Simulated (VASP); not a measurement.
# MgO2 (R-3m) in VASP: notebook, part 2 of 2

VASP 6.6.1.

### 4 Single point, PBEsol

The input, INCAR:

```
PREC = Accurate
ENCUT = 750
EDIFF = 1E-6
ISMEAR = 0
SIGMA = 0.02
LREAL = F
LASPH = T
NELM = 120
ALGO = Normal
ISIF = 2
LWAVE = F
LCHARG = F
GGA = PS
NBANDS = 18
GGA_COMPAT = F
```

The input, KPOINTS:

```
Automatic mesh
0
Gamma
  12 12 12
```

The input, POSCAR:

```
MgO2
1.0
    1.5838234691      0.9144209062      3.4573706184
   -1.5838234691      0.9144209062      3.4573706184
    0.0000000000     -1.8288418125      3.4573706184
Mg O
1 2
Direct
    0.0000000000      0.0000000000      0.0000000000
    0.4291433726      0.4291433726      0.4291433726
    0.5708566274      0.5708566274      0.5708566274
```

Potentials or basis: VASP PAW PBE potentials, release 64 (Mg_sv, O).

Started as:

```
> cat potpaw_PBE.64/Mg_sv/POTCAR potpaw_PBE.64/O/POTCAR > POTCAR
> mpirun -np 1 vasp_std > vasp.out
```

OUTCAR:

```text
PREC = Accurate
   ENCUT = 750
   EDIFF = 1E-6
   ISMEAR = 0
   LREAL = F
   LASPH = T
   NELM = 120
   ISIF = 2
   GGA = PS

 ion  position               nearest neighbor table
   1  0.000  0.000  0.000-   3 2.08   2 2.08   3 2.08   3 2.08   2 2.08   2 2.08
   2  0.429  0.429  0.429-   3 1.47   1 2.08   1 2.08   1 2.08
   3  0.571  0.571  0.571-   2 1.47   1 2.08   1 2.08   1 2.08

  LATTYP: Found a trigonal (rhomboedric) cell.
 ALAT       =     3.9112752355
 COS(alpha) =     0.6720506403

  Lattice vectors:

 A1 = (   1.5838234691,   0.9144209062,   3.4573706184)
 A2 = (  -1.5838234691,   0.9144209062,   3.4573706184)
 A3 = (   0.0000000000,  -1.8288418125,   3.4573706184)

Analysis of symmetry for initial positions (statically):
=====================================================================
 Subroutine PRICEL returns:
 Original cell was already a primitive cell.

 Routine SETGRP: Setting up the symmetry group for a
 trigonal (rhombohedral) supercell.

 Subroutine GETGRP returns: Found 12 space group operations
 (whereof 12 operations were pure point group operations)
 out of a pool of 12 trial point group operations.

The static configuration has the point symmetry D_3d.

Analysis of symmetry for dynamics (positions and initial velocities):
=====================================================================
 Subroutine PRICEL returns:
 Original cell was already a primitive cell.

 Routine SETGRP: Setting up the symmetry group for a
 trigonal (rhombohedral) supercell.

 Subroutine GETGRP returns: Found 12 space group operations
 (whereof 12 operations were pure point group operations)
 out of a pool of 12 trial point group operations.

The dynamic configuration has the point symmetry D_3d.

 Subroutine INISYM returns: Found 12 space group operations
 (whereof 12 operations are pure point group operations),
 and found     1 'primitive' translations

----------------------------------------------------------------------------------------

                                     Primitive cell

  volume of cell :      30.0435

  direct lattice vectors                    reciprocal lattice vectors
     1.583823469  0.914420906  3.457370618     0.315691748  0.182264716  0.096412381
    -1.583823469  0.914420906  3.457370618    -0.315691748  0.182264716  0.096412381
     0.000000000 -1.828841813  3.457370618     0.000000000 -0.364529432  0.096412381

  length of vectors
     3.911275236  3.911275236  3.911275236     0.377063726  0.377063726  0.377063726

  position of ions in fractional coordinates (direct lattice)
     0.000000000  0.000000000  0.000000000
     0.429143373  0.429143373  0.429143373
     0.570856627  0.570856627  0.570856627

  ion indices of the primitive-cell ions
   primitive index   ion index
                 1           1
                 2           2
                 3           3

----------------------------------------------------------------------------------------

 KPOINTS: Automatic mesh

Automatic generation of k-mesh.
 Grid dimensions read from file:
 generate k-points for:   12   12   12

 Generating k-lattice:

  Cartesian coordinates                     Fractional coordinates (reciprocal lattice)
     0.026307646  0.015188726  0.008034365     0.083333333 -0.000000000  0.000000000
    -0.026307646  0.015188726  0.008034365    -0.000000000  0.083333333  0.000000000
     0.000000000 -0.030377453  0.008034365    -0.000000000 -0.000000000  0.083333333

  Length of vectors
     0.031421977  0.031421977  0.031421977

  Shift w.r.t. Gamma in fractional coordinates (k-lattice)
     0.000000000  0.000000000  0.000000000

 Subroutine IBZKPT returns following result:
 ===========================================

 Found    189 irreducible k-points:

 Following reciprocal coordinates:
            Coordinates               Weight
  0.000000  0.000000  0.000000      1.000000
  0.083333 -0.000000  0.000000      6.000000
  0.166667  0.000000  0.000000      6.000000
  0.250000  0.000000  0.000000      6.000000
  0.333333  0.000000  0.000000      6.000000
  0.416667  0.000000  0.000000      6.000000
[... 16 lines left out ...]
  0.500000  0.166667  0.000000     12.000000
 -0.416667  0.166667  0.000000     12.000000
 [... further k-points ...]
   k-points           NKPTS =    189   k-points in BZ     NKDIM =    189   number of bands    NBANDS=     18
   number of dos      NEDOS =    301   number of ions     NIONS =      3
   total plane-waves  NPLWV =  46656
   dimension x,y,z NGX =    36 NGY =   36 NGZ =   36
   dimension x,y,z NGXF=    72 NGYF=   72 NGZF=   72
   ions per type =               1   2
   NGX,Y,Z   is equivalent  to a cutoff of  15.30, 15.30, 15.30 a.u.
   NGXF,Y,Z  is equivalent  to a cutoff of  30.60, 30.60, 30.60 a.u.
 SYSTEM =  unknown system
   PREC   = accura    normal or accurate (medium, high low for compatibility)
   ISTART =      0    job   : 0-new  1-cont  2-samecut
   ICHARG =      2    charge: 1-file 2-atom 10-const
   ISPIN  =      1    spin polarized calculation?
   LNONCOLLINEAR =      F non collinear calculations
   LSORBIT =      F    spin-orbit coupling
   LASPH  =      T    aspherical Exc in radial PAW
   ENCUT  =  750.0 eV  55.12 Ry    7.42 a.u.   8.73  8.73  8.73*2*pi/ulx,y,z
   NELM   =    120;   NELMIN=  2; NELMDL= -5     # of ELM steps
   EDIFF  = 0.1E-05   stopping-criterion for ELM
   LREAL  =      F    real-space projection
   EDIFFG = 0.1E-04   stopping-criterion for IOM
   NSW    =      0    number of steps for IOM
   IBRION =     -1    ionic relax: 0-MD 1-quasi-New 2-CG
   NFREE  =      0    steps in history (QN), initial steepest desc. (CG)
   ISIF   =      2    stress and relaxation
   ISYM   =      2    0-nonsym 1-usesym 2-fastsym
   POTIM  = 0.5000    time-step for ionic-motion
   TEBEG  =    0.0;   TEEND  =   0.0 temperature during run
   PSTRESS=    0.0 pullay stress
   NELECT =      22.0000    total number of electrons
   NUPDOWN=      -1.0000    fix difference up-down
   EMIN   =  10.00;   EMAX   =-10.00  energy-range for DOS
   EFERMI =   0.00;   METHOD = LEGACY
   ISMEAR =     0;   SIGMA  =   0.02  broadening in eV -4-tet -1-fermi 0-gaus
   EFERMI_NEDOS =   21; number of points for ismear=-14 and -15
   IALGO  =     38    algorithm
   IMIX   =      4    mixing-type and parameters
     AMIX     =   0.40;   BMIX     =  1.00
     AMIX_MAG =   1.60;   BMIX_MAG =  1.00
  volume/ion in A,a.u.               =      10.01        67.58
  Fermi-wavevector in a.u.,A,eV,Ry     =   1.475590  2.788461 29.624859  2.177366
  Thomas-Fermi vector in A             =   2.590221
   LORBIT       =      0    0 simple, 1 ext, 2 COOP (PROOUT), +10 PAW based schemes
   GGA     = PS    functional components
   LHFCALC =     F    Hartree Fock is set to
   AEXX    =    0.0000 exact exchange contribution
   IVDW    =     0    specifies the selected vdW correction
   LEPSILON=     F    determine dielectric tensor
   LRPA    =     F    only Hartree local field effects (RPA)
 non-spin polarized calculation
 Gauss-broadening in eV      SIGMA  =   0.02
  energy-cutoff  :      750.00
  volume of cell :       30.04
 maximum number of plane-waves:      1414
   NGX = 17   NGY = 17   NGZ = 17

 number of electron      21.9999998 magnetization

 Free energy of the ion-electron system (eV)
  ---------------------------------------------------
  ext. energy  EPLUGINS =         0.00000000
  ---------------------------------------------------
  free energy    TOTEN  =       -17.20088059 eV

  energy without entropy =      -17.20088059  energy(sigma->0) =      -17.20088059

 E-fermi :   2.8691     XC(G=0): -10.8023

 val. band max:        2.7748072797   @ k =   0.5000   0.5000   0.5000
 cond. band min:       5.2253964432   @ k =   0.5000   0.5000   0.5000
 fundamental gap:      2.4505891635
 Fermi energy:         2.8691207567

 k-point     1 :       0.0000    0.0000    0.0000
  band No.  band energies     occupation
      1     -70.2543      2.00000
      2     -37.2264      2.00000
      3     -37.1967      2.00000
      4     -37.1967      2.00000
      5     -18.8873      2.00000
      6     -11.6995      2.00000
[... 10 lines left out ...]
     17      17.5716      0.00000
     18      19.5842      0.00000
[... 466 lines left out ...]
      2     -37.2345      2.00000
      3     -37.2206      2.00000
      4     -37.2117      2.00000
      5     -18.3017      2.00000
      6     -12.0864      2.00000
[... 10 lines left out ...]
     17      17.4540      0.00000
     18      20.2068      0.00000

 [... further k-points ...]

------------------------ aborting loop because EDIFF is reached ----------------------------------------

  FORCE on cell =-STRESS in cart. coord.  units (eV):
  Direction    XX          YY          ZZ          XY          YZ          ZX
  --------------------------------------------------------------------------------------
  -------------------------------------------------------------------------------------
  Total       -0.0859366     -0.0859366      0.1527865      0.0000000     -0.0000000      0.0000000
  in kB       -4.5828795     -4.5828795      8.1478940      0.0000000     -0.0000000      0.0000000
  external PRESSURE =      -0.3392884 kB  Pullay stress =       0.0000000 kB

 VOLUME and BASIS-vectors are now :
 -----------------------------------------------------------------------------
  energy-cutoff  :      750.00
  volume of cell :       30.04
      direct lattice vectors                 reciprocal lattice vectors
     1.583823469  0.914420906  3.457370618     0.315691748  0.182264716  0.096412381
    -1.583823469  0.914420906  3.457370618    -0.315691748  0.182264716  0.096412381
     0.000000000 -1.828841813  3.457370618     0.000000000 -0.364529432  0.096412381

 POSITION                                       TOTAL-FORCE (eV/Angst)
 -----------------------------------------------------------------------------------
      0.00000      0.00000      0.00000         0.000000      0.000000      0.000000
      0.00000     -0.00000      4.45112        -0.000000      0.000000     -0.134129
      0.00000     -0.00000      5.92099        -0.000000     -0.000000      0.134129
 -----------------------------------------------------------------------------------
    total drift:                                0.000000      0.000000     -0.000000

  FREE ENERGIE OF THE ION-ELECTRON SYSTEM (eV)
  ---------------------------------------------------
  free  energy   TOTEN  =       -17.2008805882 eV

  energy  without entropy=      -17.2008805882  energy(sigma->0) =      -17.20088059
```

stdout:

```text
POSCAR found type information on POSCAR MgO
 POSCAR found :  2 types and       3 ions
 scaLAPACK will be used
 -----------------------------------------------------------------------------
|                                                                             |
|                                                                             |
|     You enforced a specific xc type in the INCAR file but a different       |
|     I HOPE YOU KNOW WHAT YOU ARE DOING!                                     |
|                                                                             |
 -----------------------------------------------------------------------------

 LDA part: xc-table for (Slater+PW92), standard interpolation
 POSCAR, INCAR and KPOINTS ok, starting setup
 FFT: planning ... GRIDC
 FFT: planning ... GRID_SOFT
 FFT: planning ... GRID
 WAVECAR not read
 entering main loop
```

Run time: 2.5 min. Hardware: 1 thread of Intel Xeon Platinum 8259CL at 2.50GHz (Skylake/Cascade Lake), shared host; peak memory 0.31 GiB.

Results:

```
Free energy            : -17.2009 eV
Pressure               : 0.0 GPa
Largest force          : 0.134 eV/Å
Band gap on the k mesh : 2.45 eV
```

Forces on the atoms (eV/Å):
```
Mg   0.000  0.000  0.000
O    0.000  0.000 -0.134
O    0.000  0.000  0.134
```

Stress tensor (GPa, compression positive):
```
-0.46  0.00  0.00
 0.00 -0.46  0.00
 0.00  0.00  0.81
```

Caveat: the PAW data sets were made with another functional, which shifts forces and pressure a little.

### 5 Single point, PBEsol (9.71 Å³/atom)

This run uses another cell than the first one, of 9.71 Å³/atom.

The input, INCAR:

```
SYSTEM = MgO2
  PREC = Accurate
  ENCUT = 750
  EDIFF = 1E-6
  ISMEAR = 0
  SIGMA = 0.02
  LREAL = .FALSE.
  LASPH = .TRUE.
  NELM = 120
  ALGO = Normal
  ISIF = 2
  LWAVE = .FALSE.
  LCHARG = .FALSE.
  GGA = PS
  NBANDS = 18
  GGA_COMPAT = .FALSE.
```

The input, KPOINTS:

```
Automatic mesh
0
G
  12 12 12
  0 0 0
```

The input, POSCAR:

```
MgO2
1.0
    1.5645289503      0.9032812106      3.4368771738
   -1.5645289503      0.9032812106      3.4368771738
    0.0000000000     -1.8065624212      3.4368771738
Mg O
1 2
Direct
    0.0000000000      0.0000000000      0.0000000000
    0.4291373465      0.4291373465      0.4291373465
    0.5708626535      0.5708626535      0.5708626535
```

Started as:

```
> cat potpaw_PBE.64/Mg_sv/POTCAR potpaw_PBE.64/O/POTCAR > POTCAR
> mpirun -np 1 vasp_std > vasp.out
```

Wall time 82 s (1 thread of Intel Xeon 6975P-C (Granite Rapids), shared host); peak memory 0.3 GiB.

The run converged. Its results:

* Free energy: -17.1862 eV
* Pressure: 4.1 GPa
* Largest force: 0.138 eV/Å
* Band gap on the k mesh: 2.55 eV

Forces on the atoms (eV/Å):
```
Mg   0.000  0.000  0.000
O    0.000  0.000 -0.138
O    0.000  0.000  0.138
```

Stress tensor (GPa, compression positive):
```
3.70 0.00 0.00
0.00 3.70 0.00
0.00 0.00 5.04
```

Levels at points of the mesh, in eV from the valence-band top:
```csv
k point,band 7,band 8,band 9,band 10,band 11,band 12,band 13,band 14,band 15,band 16
"(0.00, 0.00, 0.00)",-8.21,-3.58,-3.58,-0.89,-0.89,4.78,5.11,12.48,14.19,14.99
"(0.50, 0.00, 0.00)",-7.08,-6.53,-3.97,-1.35,-1.26,4.41,8.76,10.75,12.89,14.51
"(0.50, 0.50, 0.00)",-6.40,-5.83,-4.65,-2.33,-0.18,3.77,7.83,11.38,12.90,13.19
"(0.50, 0.50, 0.50)",-5.19,-4.14,-4.14,0.00,0.00,2.55,4.94,9.93,14.58,14.58
```

Caveat: the cell stands under pressure; the PAW data sets were made with another functional, which shifts forces and pressure a little. A k mesh can miss the band edges.

### 6 Relaxation of shape and atoms at fixed volume, PBEsol (10.31 Å³/atom)

This run uses another cell than the first one, of 10.31 Å³/atom.

The input, INCAR:

```
ALGO     = Normal         # electronic algorithm
EDIFF    = 1E-7           # SCF threshold, eV
EDIFFG   = -0.01          # ionic threshold
ENCUT    = 750            # plane-wave cutoff, eV
GGA      = PS             # functional
GGA_COMPAT= F            
IBRION   = 2              # ionic algorithm
ISIF     = 4              # what is computed and relaxed
ISMEAR   = 0              # smearing method
LASPH    = T              # aspherical terms in the spheres
LCHARG   = F              # write CHGCAR
LREAL    = F              # projectors in reciprocal space
LWAVE    = F              # write WAVECAR
NELM     = 120            # most SCF steps
NELMIN   = 4            
NSW      = 50             # ionic steps
PREC     = Accurate       # precision mode
SIGMA    = 0.02           # smearing width, eV
```

The input, KPOINTS:

```
k-points
0
Gamma
  12 12 12
```

The input, POSCAR:

```
MgO2
1.0
    1.5995059095      0.9234751674      3.4916042370
   -1.5995059095      0.9234751674      3.4916042370
    0.0000000000     -1.8469503349      3.4916042370
Mg O
1 2
Direct
    0.0000000000      0.0000000000      0.0000000000
    0.4291433726      0.4291433726      0.4291433726
    0.5708566274      0.5708566274      0.5708566274
```

Potentials or basis: VASP PAW PBE potentials, release 64 (Mg_sv, O).

Started as:

```
> cat potpaw_PBE.64/Mg_sv/POTCAR potpaw_PBE.64/O/POTCAR > POTCAR
> mpirun -np 1 vasp_std > vasp.out
```

Wall time 4.5 min (1 thread of AMD EPYC 9R45 (Zen 5), shared host); peak memory 0.27 GiB.

Results (log left out):

```
Free energy                  : -17.1939 eV
Energy gained by relaxing    : 0.1 meV/atom
Ionic steps                  : 4
Pressure after relaxing      : -3.8 GPa
Largest force after relaxing : 0.007 eV/Å
Band gap on the k mesh       : 2.31 eV
```

Forces in eV/Å, atoms in the order of the input:
```
Mg   0.000  0.000  0.000
O    0.000  0.000 -0.007
O    0.000  0.000  0.007
```

Step by step:
```
step  energy change (eV)  largest force (eV/Å)  pressure (GPa)  volume (Å³)
   1              0.0000                0.0256           -3.97        30.94
   2              0.0000                0.1357           -3.67        30.94
   3             -0.0002                0.0545           -3.81        30.94
   4             -0.0004                0.0068           -3.80        30.94
```

Final structure:
```
Mg O
1.0
     1.60180    0.92480    3.48161
    -1.60180    0.92480    3.48161
     0.00000   -1.84960    3.48161
Mg O
1 2
Direct
  0.00000 0.00000 0.00000
  0.42902 0.42902 0.42902
  0.57098 0.57098 0.57098
```

Levels at points of the mesh, in eV from the valence-band top:
```tsv
k point	band 7	band 8	band 9	band 10	band 11	band 12	band 13	band 14	band 15
(0.00, 0.00, 0.00)	-7.81	-3.41	-3.41	-0.82	-0.82	4.47	4.89	12.04	13.82
(0.50, 0.00, 0.00)	-6.77	-6.16	-3.75	-1.28	-1.14	4.21	8.48	10.14	12.47
(0.50, 0.50, 0.00)	-6.12	-5.48	-4.42	-2.19	-0.13	3.55	7.66	10.90	12.29
(0.50, 0.50, 0.50)	-5.01	-3.93	-3.93	0.00	0.00	2.31	4.82	9.37	14.05
```

Caveat: the PAW data sets were made with another functional, which shifts forces and pressure a little. A k mesh can miss the band edges.

### 7 The runs side by side

| task | cell | gap on the mesh (eV) | pressure (GPa) | largest force (eV/Å) |
| --- | --- | --- | --- | --- |
| single point | a = 3.911 Å, angles 47.8°, 3 atoms | 2.45 | 0.0 | 0.13 |
| relaxation of shape and atoms at fixed volume | relaxed from a = 3.842 Å, angles 47.5°, 3 atoms | 2.59 | 8.9 | - |
| single point | a = 3.883 Å, angles 47.5°, 3 atoms | 2.55 | 4.1 | 0.14 |
| relaxation of shape and atoms at fixed volume | relaxed from a = 3.950 Å, angles 47.8°, 3 atoms | 2.31 | -3.8 | 0.01 |

Alike in all rows: level PBEsol; potentials or basis VASP PAW PBE potentials, release 64 (Mg_sv, O); no spin polarisation; k mesh 12 × 12 × 12; cutoff (eV) 750; smearing gaussian 0.02 eV.

Caveats: the PAW data sets were made with another functional, which shifts forces and pressure a little; the cell stands under pressure (at least some runs).

Total energies depend on the potentials used, so only differences within one code and one set of settings carry meaning.
